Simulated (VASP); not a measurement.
Set up this calculation in VASP 6.6.1, as the native input.

- Task: single point
- Functional: PBE
- Dispersion: D3(BJ)
- Potentials or basis: VASP PAW PBE potentials, release 64 (C, N)
- Cutoff: 520 eV
- k mesh: 5 × 8 × 1
- Occupations: gaussian, width 0.05 eV
- Spin: no spin polarisation
- Dipole correction: yes
- Further INCAR settings: LREAL = Auto; ALGO = Normal; EDIFF = 1e-06; NBANDS = 62

The structure of C10N lies in POSCAR:

```
C10N
1.0
    5.0304222913      0.0000000000      0.0000000000
    0.0000000000      3.5570457144      0.0000000000
    0.0000000000      0.0000000000     23.3751415636
C N
20 2
Direct
    0.2500000000      0.0000000000      0.1711219583
    0.7500000000      0.0000000000      0.1711219583
    0.0000000000      0.2500000000      0.1711219583
    0.5000000000      0.2500000000      0.1711219583
    0.0000000000      0.5000000000      0.2249229405
    0.5000000000      0.5000000000      0.2249229405
    0.2500000000      0.7500000000      0.2249229405
    0.7500000000      0.7500000000      0.2249229405
    0.2500000000      0.0023818349      0.2785827709
    0.7500000000      0.0023818349      0.2785827709
    0.0000000000      0.2476181651      0.2785827709
    0.5000000000      0.2476181651      0.2785827709
    0.0000000000      0.5094747643      0.3338767234
    0.5000000000      0.5094747643      0.3338767234
    0.2500000000      0.7405252357      0.3338767234
    0.7500000000      0.7405252357      0.3338767234
    0.2500000000      0.0286707462      0.3796829011
    0.7500000000      0.0286707462      0.3796829011
    0.0000000000      0.2213292538      0.3796829011
    0.5000000000      0.2213292538      0.3796829011
    0.3750000000      0.7786707462      0.5251365657
    0.3750000000      0.7786707462      0.5721951042
```

The input as run:

INCAR

```
SYSTEM = C10N
  PREC = Accurate
  ENCUT = 520
  EDIFF = 1E-6
  ISMEAR = 0
  SIGMA = 0.05
  LREAL = Auto
  LASPH = .True.
  NELM = 80
  ALGO = Normal
  ISIF = 2
  LWAVE = .False.
  LCHARG = .False.
  LDIPOL = .True.
  IDIPOL = 3
  DIPOL = 0.5 0.5 0.302
  GGA = PE
  IVDW = 12
  NBANDS = 62
```

KPOINTS

```
Automatic mesh
0
Gamma
  5 8 1
  0 0 0
```

Potentials or basis: VASP PAW PBE potentials, release 64 (C, N).

Command:

```bash
$ cat potpaw_PBE.64/C/POTCAR potpaw_PBE.64/N/POTCAR > POTCAR
$ mpirun -np 1 vasp_std > vasp.out
```

Results of the run:

```
Largest force              : 4.364 eV/Å
Band gap on the k mesh     : zero (bands 45 and 46 overlap by 0.03 eV)
Dispersion energy per atom : -0.141 eV
```

Caveat: the standard files for N, O and F lose accuracy on very short bonds.

It took 21 min on 1 thread of Intel(R) Xeon(R) Platinum 8259CL CPU @ 2.50GHz (Skylake/Cascade Lake), on a shared host, peak memory 0.66 GiB.
